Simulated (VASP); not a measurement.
A run of VASP 6.6.1 is set up as follows.

POSCAR

```
BaSr3Ti4O12
1.0
    3.9683520000      0.0000000000      0.0000000000
    0.0000000000      3.9683520000      0.0000000000
    0.0000000000      0.0000000000     15.8764150000
Ba Sr Ti O
1 3 4 12
Direct
    0.0000000000      0.0000000000      0.0000000000
    0.0000000000      0.0000000000      0.2509200000
    0.0000000000      0.0000000000      0.5000000000
    0.0000000000      0.0000000000      0.7490800000
    0.5000000000      0.5000000000      0.1281750000
    0.5000000000      0.5000000000      0.3754390000
    0.5000000000      0.5000000000      0.6245610000
    0.5000000000      0.5000000000      0.8718250000
    0.0000000000      0.5000000000      0.1297380000
    0.0000000000      0.5000000000      0.3751920000
    0.0000000000      0.5000000000      0.6248080000
    0.0000000000      0.5000000000      0.8702620000
    0.5000000000      0.5000000000      0.0000000000
    0.5000000000      0.5000000000      0.2514330000
    0.5000000000      0.5000000000      0.5000000000
    0.5000000000      0.5000000000      0.7485670000
    0.5000000000      0.0000000000      0.1297380000
    0.5000000000      0.0000000000      0.3751920000
    0.5000000000      0.0000000000      0.6248080000
    0.5000000000      0.0000000000      0.8702620000
```

Contents of INCAR.step1:

```
SYSTEM = BaSr3Ti4O12
PREC     = Accurate       ! precision mode
ENCUT    = 520            ! plane-wave cutoff, eV
ISMEAR   = -1             ! smearing method
SIGMA    = 0.02           ! smearing width, eV
LREAL    = Auto         
LASPH    = .TRUE.         ! aspherical terms in the spheres
NELM     = 60             ! most SCF steps
NBANDS   = 96             ! bands
GGA      = PE             ! functional
ALGO     = Normal         ! electronic algorithm
EDIFF    = 1E-4           ! SCF threshold, eV
LWAVE    = .TRUE.         ! write WAVECAR
LCHARG   = .FALSE.        ! write CHGCAR
```

INCAR.step2

```
SYSTEM = BaSr3Ti4O12
PREC     = Accurate       ! precision mode
ENCUT    = 520            ! plane-wave cutoff, eV
EDIFF    = 1E-8           ! SCF threshold, eV
ISMEAR   = -1             ! smearing method
SIGMA    = 0.02           ! smearing width, eV
LREAL    = Auto         
LASPH    = .TRUE.         ! aspherical terms in the spheres
NELM     = 60             ! most SCF steps
ALGO     = Normal         ! electronic algorithm
ISIF     = 2              ! what is computed and relaxed
LWAVE    = .FALSE.        ! write WAVECAR
LCHARG   = .FALSE.        ! write CHGCAR
METAGGA  = R2SCAN         ! meta-GGA
LMIXTAU  = .TRUE.       
LEFG     = .TRUE.       
NBANDS   = 96             ! bands
ISTART   = 1
```

KPOINTS

```
regular mesh
0
G
  6 6 2
  0 0 0
```

Potentials or basis: VASP PAW PBE potentials, release 64 (Ba_sv, Sr_sv, Ti_sv, O).

The run is started by

```console
$ cat potpaw_PBE.64/Ba_sv/POTCAR potpaw_PBE.64/Sr_sv/POTCAR potpaw_PBE.64/Ti_sv/POTCAR potpaw_PBE.64/O/POTCAR > POTCAR
$ cp INCAR.step1 INCAR
$ mpirun -np 1 vasp_std > vasp.out
$ cp INCAR.step2 INCAR
$ mpirun -np 1 vasp_std > vasp.out
```

Question: What does it give for the band gap on the k mesh?

Answer: 2.12 eV (least direct gap 2.40 eV).

Question: What does it give for the largest force?

Answer: 0.118 eV/Å.

Stress tensor (GPa, compression positive):
```
-4.10  0.00  0.00
 0.00 -4.10  0.00
 0.00  0.00 -4.20
```

Caveat: the cell stands under tension; without QUAD_EFG the Cq values of the log hold for a quadrupole moment of 1 mb, not for the nuclei; the PAW data sets were made with another functional, which shifts forces and pressure a little; spin-orbit coupling is left out, which moves the levels of the heavy elements. A k mesh can miss the band edges.
